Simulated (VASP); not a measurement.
# Mo (Im-3m) in VASP: a series of runs

Mo is run at these levels: LDA; tasks: single point.

Everything below comes from runs of VASP 6.6.1. Logs are shortened: lines on timing, memory, paths and dates and some standing lists are left out, and cuts for length are marked.

## Step 1: The cell of the first run

It takes space group Im-3m (No. 229, cubic). The conventional cell has a = 3.113 Å, b = 3.113 Å, c = 3.113 Å, α = 90.00°, β = 90.00°, γ = 90.00°. Mo (site symmetry m-3m) has 14 Mo at 2.70 to 3.11 Å within 3.6 Å.

## Step 2: Single point, LDA

The input, INCAR:

```
  ALGO = Normal
  EDIFF = 1E-6
  ENCUT = 520
  GGA = CA
  ISIF = 2
  ISMEAR = 1
  LASPH = T
  LCHARG = T
  LELF = T
  LREAL = F
  LVHAR = T
  LWAVE = F
  NBANDS = 13
  NELM = 100
  PREC = Accurate
  SIGMA = 0.6
```

The input, KPOINTS:

```
k-points
0
Gamma
  14 14 14
```

The input, POSCAR:

```
Mo
1.0
   -1.5565618036      1.5565618036      1.5565618036
    1.5565618036     -1.5565618036      1.5565618036
    1.5565618036      1.5565618036     -1.5565618036
Mo
1
Direct
    0.0000000000      0.0000000000      0.0000000000
```

Potentials or basis: VASP PAW LDA potentials, release 64 (Mo_sv).

Command:

```sh
cat potpaw_LDA.64/Mo_sv/POTCAR > POTCAR
mpirun -np 1 vasp_std > vasp.out
```

OUTCAR:

```text
EDIFF = 1E-6
   ENCUT = 520
   GGA = CA
   ISIF = 2
   ISMEAR = 1
   LASPH = T
   LREAL = F
   NELM = 100
   PREC = Accurate

 ion  position               nearest neighbor table
   1  0.000  0.000  0.000-

  LATTYP: Found a body centered cubic cell.
 ALAT       =     3.1131236072

  Lattice vectors:

 A1 = (  -1.5565618036,   1.5565618036,   1.5565618036)
 A2 = (   1.5565618036,  -1.5565618036,   1.5565618036)
 A3 = (   1.5565618036,   1.5565618036,  -1.5565618036)

Analysis of symmetry for initial positions (statically):
=====================================================================
 Subroutine PRICEL returns:
 Original cell was already a primitive cell.

 Routine SETGRP: Setting up the symmetry group for a
 body centered cubic supercell.

 Subroutine GETGRP returns: Found 48 space group operations
[... 9 lines left out ...]

 Routine SETGRP: Setting up the symmetry group for a
 body centered cubic supercell.

 Subroutine GETGRP returns: Found 48 space group operations
[... 11 lines left out ...]
                                     Primitive cell

  volume of cell :      15.0855

  direct lattice vectors                    reciprocal lattice vectors
    -1.556561804  1.556561804  1.556561804     0.000000000  0.321220782  0.321220782
     1.556561804 -1.556561804  1.556561804     0.321220782  0.000000000  0.321220782
     1.556561804  1.556561804 -1.556561804     0.321220782  0.321220782  0.000000000

  length of vectors
     2.696044129  2.696044129  2.696044129     0.454274787  0.454274787  0.454274787

  position of ions in fractional coordinates (direct lattice)
     0.000000000  0.000000000  0.000000000

  ion indices of the primitive-cell ions
   primitive index   ion index
                 1           1

----------------------------------------------------------------------------------------

 KPOINTS: k-points

Automatic generation of k-mesh.
 Grid dimensions read from file:
 generate k-points for:   14   14   14

 Generating k-lattice:

  Cartesian coordinates                     Fractional coordinates (reciprocal lattice)
     0.000000000  0.022944342  0.022944342     0.071428571  0.000000000  0.000000000
     0.022944342  0.000000000  0.022944342     0.000000000  0.071428571  0.000000000
     0.022944342  0.022944342  0.000000000     0.000000000  0.000000000  0.071428571

  Length of vectors
[... 53 lines left out ...]
   ENCUT  =  520.0 eV  38.22 Ry    6.18 a.u.   5.01  5.01  5.01*2*pi/ulx,y,z
   NELM   =    100;   NELMIN=  2; NELMDL= -5     # of ELM steps
   EDIFF  = 0.1E-05   stopping-criterion for ELM
   LREAL  =      F    real-space projection
   EDIFFG = 0.1E-04   stopping-criterion for IOM
   NSW    =      0    number of steps for IOM
   IBRION =     -1    ionic relax: 0-MD 1-quasi-New 2-CG
   NFREE  =      0    steps in history (QN), initial steepest desc. (CG)
   ISIF   =      2    stress and relaxation
   ISYM   =      2    0-nonsym 1-usesym 2-fastsym
   POTIM  = 0.5000    time-step for ionic-motion
   TEBEG  =    0.0;   TEEND  =   0.0 temperature during run
   PSTRESS=    0.0 pullay stress
   NELECT =      14.0000    total number of electrons
   NUPDOWN=      -1.0000    fix difference up-down
   EMIN   =  10.00;   EMAX   =-10.00  energy-range for DOS
   EFERMI =   0.00;   METHOD = LEGACY
   ISMEAR =     1;   SIGMA  =   0.60  broadening in eV -4-tet -1-fermi 0-gaus
   EFERMI_NEDOS =   21; number of points for ismear=-14 and -15
   IALGO  =     38    algorithm
   IMIX   =      4    mixing-type and parameters
     AMIX     =   0.40;   BMIX     =  1.00
     AMIX_MAG =   1.60;   BMIX_MAG =  1.00
  volume/ion in A,a.u.               =      15.09       101.80
  Fermi-wavevector in a.u.,A,eV,Ry     =   1.596851  3.017611 34.693959  2.549934
  Thomas-Fermi vector in A             =   2.694549
   LORBIT       =      0    0 simple, 1 ext, 2 COOP (PROOUT), +10 PAW based schemes
   GGA     = CA    functional components
   LHFCALC =     F    Hartree Fock is set to
   AEXX    =    0.0000 exact exchange contribution
   IVDW    =     0    specifies the selected vdW correction
   LEPSILON=     F    determine dielectric tensor
   LRPA    =     F    only Hartree local field effects (RPA)
 non-spin polarized calculation
 Methfessel and Paxton  Order N= 1 SIGMA  =   0.60
  energy-cutoff  :      520.00
  volume of cell :       15.09
 maximum number of plane-waves:       420
   NGX =  9   NGY =  9   NGZ =  9

 number of electron      13.9999996 magnetization

 Free energy of the ion-electron system (eV)
  ---------------------------------------------------
  ext. energy  EPLUGINS =         0.00000000
  ---------------------------------------------------
  free energy    TOTEN  =       -12.12253289 eV

  energy without entropy =      -12.11866059  energy(sigma->0) =      -12.12124213

 E-fermi :  13.0743     XC(G=0): -13.8036

 val. band max:       13.0722208498   @ k =  -0.2857   0.3571   0.2143
 cond. band min:      13.0956570459   @ k =  -0.1429   0.2143   0.0714
 fundamental gap:      0.0234361961
 Fermi energy:        13.0743338512

 k-point     1 :       0.0000    0.0000    0.0000
  band No.  band energies     occupation
      1     -47.8964      2.00000
      2     -21.2486      2.00000
      3     -21.2486      2.00000
      4     -21.2486      2.00000
      5       5.7110      2.00000
      6      11.6035      2.00287
      7      11.6035      2.00287
      8      11.6035      2.00287
      9      14.7401     -0.00062
     10      14.7401     -0.00062
     11      27.9256      0.00000
     12      27.9256      0.00000
     13      27.9256      0.00000
[... 354 lines left out ...]
  band No.  band energies     occupation
      1     -47.5460      2.00000
      2     -22.4705      2.00000
      3     -22.2270      2.00000
      4     -21.4477      2.00000
      5       8.9979      2.00000
      6      10.2829      2.00000
      7      11.0907      2.00003
      8      15.0110     -0.00005
      9      15.5378     -0.00000
     10      22.8744     -0.00000
     11      23.5638     -0.00000
     12      25.0219     -0.00000
     13      30.6861      0.00000

 [... further k-points ...]
[... 5 lines left out ...]
  --------------------------------------------------------------------------------------
  -------------------------------------------------------------------------------------
  Total        0.0844964      0.0844964      0.0844964      0.0000000      0.0000000      0.0000000
  in kB        8.9740787      8.9740787      8.9740787      0.0000000      0.0000000      0.0000000
  external PRESSURE =       8.9740787 kB  Pullay stress =       0.0000000 kB

 VOLUME and BASIS-vectors are now :
 -----------------------------------------------------------------------------
  energy-cutoff  :      520.00
  volume of cell :       15.09
      direct lattice vectors                 reciprocal lattice vectors
    -1.556561804  1.556561804  1.556561804     0.000000000  0.321220782  0.321220782
     1.556561804 -1.556561804  1.556561804     0.321220782  0.000000000  0.321220782
     1.556561804  1.556561804 -1.556561804     0.321220782  0.321220782  0.000000000

 POSITION                                       TOTAL-FORCE (eV/Angst)
 -----------------------------------------------------------------------------------
      0.00000      0.00000      0.00000        -0.000000      0.000000     -0.000000
 -----------------------------------------------------------------------------------
    total drift:                                0.000000     -0.000000      0.000000

  FREE ENERGIE OF THE ION-ELECTRON SYSTEM (eV)
  ---------------------------------------------------
  free  energy   TOTEN  =       -12.1225328939 eV

  energy  without entropy=      -12.1186605925  energy(sigma->0) =      -12.12124213
```

OSZICAR:

```text
N       E                     dE             d eps       ncg     rms          rms(c)
DAV:   1     0.962040471210E+02    0.96204E+02   -0.78690E+03  2712   0.111E+03
DAV:   2    -0.116171110088E+02   -0.10782E+03   -0.10331E+03  3004   0.322E+02
DAV:   3    -0.128370800023E+02   -0.12200E+01   -0.12157E+01  3064   0.355E+01
DAV:   4    -0.128400947127E+02   -0.30147E-02   -0.30146E-02  3024   0.207E+00
DAV:   5    -0.128401152725E+02   -0.20560E-04   -0.20560E-04  3089   0.153E-01    0.169E+01
DAV:   6    -0.122221610154E+02    0.61795E+00   -0.71339E-01  2799   0.108E+01    0.444E+00
DAV:   7    -0.121291880108E+02    0.92973E-01   -0.13542E-01  2949   0.436E+00    0.923E-01
DAV:   8    -0.121225910698E+02    0.65969E-02   -0.47556E-03  2809   0.882E-01    0.200E-01
DAV:   9    -0.121225219292E+02    0.69141E-04   -0.14778E-04  3257   0.150E-01    0.705E-02
DAV:  10    -0.121225328585E+02   -0.10929E-04   -0.76749E-06  2804   0.315E-02    0.141E-03
DAV:  11    -0.121225328939E+02   -0.35456E-07   -0.57596E-08  1497   0.270E-03
   1 F= -.12122533E+02 E0= -.12121242E+02  d E =-.387230E-02
```

stdout:

```text
POSCAR found type information on POSCAR Mo
 POSCAR found :  1 types and       1 ions
 scaLAPACK will be used
 LDA part: xc-table for (Slater(with rela. corr.)+CA(PZ))
 , standard interpolation
 POSCAR, INCAR and KPOINTS ok, starting setup
 FFT: planning ... GRIDC
 FFT: planning ... GRID_SOFT
 FFT: planning ... GRID
 WAVECAR not read
 entering main loop
```

Run time: 12 s. Hardware: 1 thread of Intel Xeon Platinum 8259CL at 2.50GHz (Skylake/Cascade Lake), shared host; peak memory 0.13 GiB.

Results:

```
Free energy            : -12.1225 eV
Pressure               : 0.9 GPa
Band gap on the k mesh : zero (band 7 reaches 17.26 eV, above the bottom of band 8 at 11.60 eV)
```

## Step 3: Single point, LDA

The input, INCAR:

```
PREC = Accurate ; ENCUT = 520
EDIFF = 1E-6 ; ISMEAR = 1
SIGMA = 1.0 ; LREAL = False
LASPH = True ; NELM = 80
ALGO = Normal ; ISIF = 2
LWAVE = False ; LCHARG = False
GGA = CA ; NBANDS = 13
```

The input, KPOINTS:

```
Automatic mesh
0
Gamma
  14 14 14
```

POSCAR is that of step 2.

Potentials or basis: VASP PAW LDA potentials, release 64 (Mo_sv).

Command:

```sh
cat potpaw_LDA.64/Mo_sv/POTCAR > POTCAR
mpirun -np 1 vasp_std > vasp.out
```

OUTCAR:

```text
PREC = Accurate
   ENCUT = 520
   EDIFF = 1E-6
   ISMEAR = 1
   LREAL = False
   LASPH = True
   NELM = 80
   ISIF = 2
   GGA = CA

 ion  position               nearest neighbor table
   1  0.000  0.000  0.000-

  LATTYP: Found a body centered cubic cell.
 ALAT       =     3.1131236072

  Lattice vectors:

 A1 = (  -1.5565618036,   1.5565618036,   1.5565618036)
 A2 = (   1.5565618036,  -1.5565618036,   1.5565618036)
 A3 = (   1.5565618036,   1.5565618036,  -1.5565618036)

Analysis of symmetry for initial positions (statically):
=====================================================================
 Subroutine PRICEL returns:
 Original cell was already a primitive cell.

 Routine SETGRP: Setting up the symmetry group for a
 body centered cubic supercell.

 Subroutine GETGRP returns: Found 48 space group operations
[... 9 lines left out ...]

 Routine SETGRP: Setting up the symmetry group for a
 body centered cubic supercell.

 Subroutine GETGRP returns: Found 48 space group operations
[... 11 lines left out ...]
                                     Primitive cell

  volume of cell :      15.0855

  direct lattice vectors                    reciprocal lattice vectors
    -1.556561804  1.556561804  1.556561804     0.000000000  0.321220782  0.321220782
     1.556561804 -1.556561804  1.556561804     0.321220782  0.000000000  0.321220782
     1.556561804  1.556561804 -1.556561804     0.321220782  0.321220782  0.000000000

  length of vectors
     2.696044129  2.696044129  2.696044129     0.454274787  0.454274787  0.454274787

  position of ions in fractional coordinates (direct lattice)
     0.000000000  0.000000000  0.000000000

  ion indices of the primitive-cell ions
   primitive index   ion index
                 1           1

----------------------------------------------------------------------------------------

[... 86 lines left out ...]
   IALGO  =     38    algorithm
   IMIX   =      4    mixing-type and parameters
     AMIX     =   0.40;   BMIX     =  1.00
     AMIX_MAG =   1.60;   BMIX_MAG =  1.00
  volume/ion in A,a.u.               =      15.09       101.80
  Fermi-wavevector in a.u.,A,eV,Ry     =   1.596851  3.017611 34.693959  2.549934
  Thomas-Fermi vector in A             =   2.694549
   LORBIT       =      0    0 simple, 1 ext, 2 COOP (PROOUT), +10 PAW based schemes
   GGA     = CA    functional components
   LHFCALC =     F    Hartree Fock is set to
   AEXX    =    0.0000 exact exchange contribution
   IVDW    =     0    specifies the selected vdW correction
   LEPSILON=     F    determine dielectric tensor
   LRPA    =     F    only Hartree local field effects (RPA)
 non-spin polarized calculation
 Methfessel and Paxton  Order N= 1 SIGMA  =   1.00
  energy-cutoff  :      520.00
  volume of cell :       15.09
 maximum number of plane-waves:       420
   NGX =  9   NGY =  9   NGZ =  9

 number of electron      13.9999996 magnetization

 Free energy of the ion-electron system (eV)
  ---------------------------------------------------
  ext. energy  EPLUGINS =         0.00000000
  ---------------------------------------------------
  free energy    TOTEN  =       -12.11331899 eV

  energy without entropy =      -12.17173667  energy(sigma->0) =      -12.13279155

 E-fermi :  13.0216     XC(G=0): -13.8036

 val. band max:       13.0168789257   @ k =  -0.2857   0.2857   0.1429
 cond. band min:      13.0469947995   @ k =  -0.4286   0.4286   0.2857
 fundamental gap:      0.0301158737
 Fermi energy:        13.0215690116

 k-point     1 :       0.0000    0.0000    0.0000
  band No.  band energies     occupation
      1     -47.8995      2.00000
      2     -21.2513      2.00000
      3     -21.2513      2.00000
      4     -21.2513      2.00000
      5       5.7108      2.00000
      6      11.6034      2.06218
      7      11.6034      2.06218
      8      11.6034      2.06218
      9      14.7379     -0.03568
     10      14.7379     -0.03568
     11      27.9260     -0.00000
     12      27.9260     -0.00000
     13      27.9260     -0.00000
[... 354 lines left out ...]
  band No.  band energies     occupation
      1     -47.5491      2.00000
      2     -22.4728      2.00000
      3     -22.2295      2.00000
      4     -21.4503      2.00000
      5       8.9979      2.00000
      6      10.2822      2.00074
      7      11.0899      2.01981
      8      15.0097     -0.01661
      9      15.5364     -0.00217
     10      22.8732     -0.00000
     11      23.5637     -0.00000
     12      25.0207     -0.00000
     13      30.6857     -0.00000

 [... further k-points ...]
[... 5 lines left out ...]
  --------------------------------------------------------------------------------------
  -------------------------------------------------------------------------------------
  Total       -0.0011938     -0.0011938     -0.0011938     -0.0000000     -0.0000000      0.0000000
  in kB       -0.1267866     -0.1267866     -0.1267866     -0.0000000     -0.0000000      0.0000000
  external PRESSURE =      -0.1267866 kB  Pullay stress =       0.0000000 kB

 VOLUME and BASIS-vectors are now :
 -----------------------------------------------------------------------------
  energy-cutoff  :      520.00
  volume of cell :       15.09
      direct lattice vectors                 reciprocal lattice vectors
    -1.556561804  1.556561804  1.556561804     0.000000000  0.321220782  0.321220782
     1.556561804 -1.556561804  1.556561804     0.321220782  0.000000000  0.321220782
     1.556561804  1.556561804 -1.556561804     0.321220782  0.321220782  0.000000000

 POSITION                                       TOTAL-FORCE (eV/Angst)
 -----------------------------------------------------------------------------------
      0.00000      0.00000      0.00000         0.000000      0.000000     -0.000000
 -----------------------------------------------------------------------------------
    total drift:                                0.000000     -0.000000      0.000000

  FREE ENERGIE OF THE ION-ELECTRON SYSTEM (eV)
  ---------------------------------------------------
  free  energy   TOTEN  =       -12.1133189852 eV

  energy  without entropy=      -12.1717366656  energy(sigma->0) =      -12.13279155
```

OSZICAR:

```text
N       E                     dE             d eps       ncg     rms          rms(c)
DAV:   1     0.962095423436E+02    0.96210E+02   -0.78690E+03  2712   0.111E+03
DAV:   2    -0.116088782960E+02   -0.10782E+03   -0.10330E+03  3004   0.322E+02
DAV:   3    -0.128283680353E+02   -0.12195E+01   -0.12155E+01  3064   0.355E+01
DAV:   4    -0.128313780444E+02   -0.30100E-02   -0.30099E-02  3024   0.207E+00
DAV:   5    -0.128313985910E+02   -0.20547E-04   -0.20548E-04  3089   0.153E-01    0.169E+01
DAV:   6    -0.122130477736E+02    0.61835E+00   -0.71432E-01  2799   0.108E+01    0.442E+00
DAV:   7    -0.121200628985E+02    0.92985E-01   -0.13502E-01  2949   0.436E+00    0.945E-01
DAV:   8    -0.121133616161E+02    0.67013E-02   -0.47206E-03  2804   0.876E-01    0.208E-01
DAV:   9    -0.121133081581E+02    0.53458E-04   -0.13971E-04  3212   0.145E-01    0.738E-02
DAV:  10    -0.121133189428E+02   -0.10785E-04   -0.79504E-06  2799   0.328E-02    0.162E-03
DAV:  11    -0.121133189852E+02   -0.42471E-07   -0.47547E-08  1492   0.238E-03
   1 F= -.12113319E+02 E0= -.12132792E+02  d E =0.584177E-01
```

stdout:

```text
POSCAR found type information on POSCAR Mo
 POSCAR found :  1 types and       1 ions
 scaLAPACK will be used
 LDA part: xc-table for (Slater(with rela. corr.)+CA(PZ))
 , standard interpolation
 POSCAR, INCAR and KPOINTS ok, starting setup
 FFT: planning ... GRIDC
 FFT: planning ... GRID_SOFT
 FFT: planning ... GRID
 WAVECAR not read
 entering main loop
```

It took 13 s on 1 thread of Intel Xeon Platinum 8259CL at 2.50GHz (Skylake/Cascade Lake), shared host; peak memory 0.12 GiB.

Results:

```yaml
Free_energy: -12.1133 eV
Pressure: 0.0 GPa
Band_gap_on_the_k_mesh: zero (band 7 reaches 17.26 eV, above the bottom of band 8 at 11.60 eV)
```

Levels at points of the mesh, in eV from the Fermi level:
```tsv
k point	band 4	band 5	band 6	band 7	band 8	band 9	band 10	band 11
(0.00, 0.00, 0.00)	-34.27	-7.31	-1.42	-1.42	-1.42	1.72	1.72	14.90
(0.50, 0.00, 0.00)	-34.29	-5.53	-3.56	1.78	1.85	2.43	5.06	12.06
(0.50, 0.50, 0.50)	-35.36	-5.72	-5.72	4.24	4.24	4.24	9.36	9.36
```

## Step 4: Single point, LDA

The input, INCAR:

```
SYSTEM = Mo
PREC = Accurate ; ENCUT = 520
EDIFF = 1E-7 ; ISMEAR = 1
SIGMA = 0.01 ; LREAL = .FALSE.
LASPH = .TRUE. ; NELM = 60
ALGO = Normal ; ISIF = 2
LWAVE = .FALSE. ; LCHARG = .FALSE.
NBANDS = 13
```

The input, KPOINTS:

```
Automatic mesh
0
G
  14 14 14
  0 0 0
```

POSCAR is that of step 3.

Command:

```sh
cat potpaw_LDA.64/Mo_sv/POTCAR > POTCAR
mpirun -np 1 vasp_std > vasp.out
```

Run time: 12 s. Hardware: 1 thread of Intel Xeon Platinum 8259CL at 2.50GHz (Skylake/Cascade Lake), shared host; peak memory 0.13 GiB.

It converged, with:

```yaml
Free_energy: -12.1128 eV
Pressure: 1.3 GPa
Band_gap_on_the_k_mesh: zero (band 7 reaches 17.25 eV, above the bottom of band 8 at 11.59 eV)
```

Levels at points of the mesh, in eV from the Fermi level:
| k point | band 4 | band 5 | band 6 | band 7 | band 8 | band 9 | band 10 | band 11 |
| --- | --- | --- | --- | --- | --- | --- | --- | --- |
| (0.00, 0.00, 0.00) | -34.36 | -7.39 | -1.51 | -1.51 | -1.51 | 1.63 | 1.63 | 14.83 |
| (0.50, 0.00, 0.00) | -34.38 | -5.61 | -3.65 | 1.69 | 1.77 | 2.34 | 4.97 | 11.99 |
| (0.50, 0.50, 0.50) | -35.45 | -5.80 | -5.80 | 4.15 | 4.15 | 4.15 | 9.28 | 9.28 |

[end of part 1 of 2]
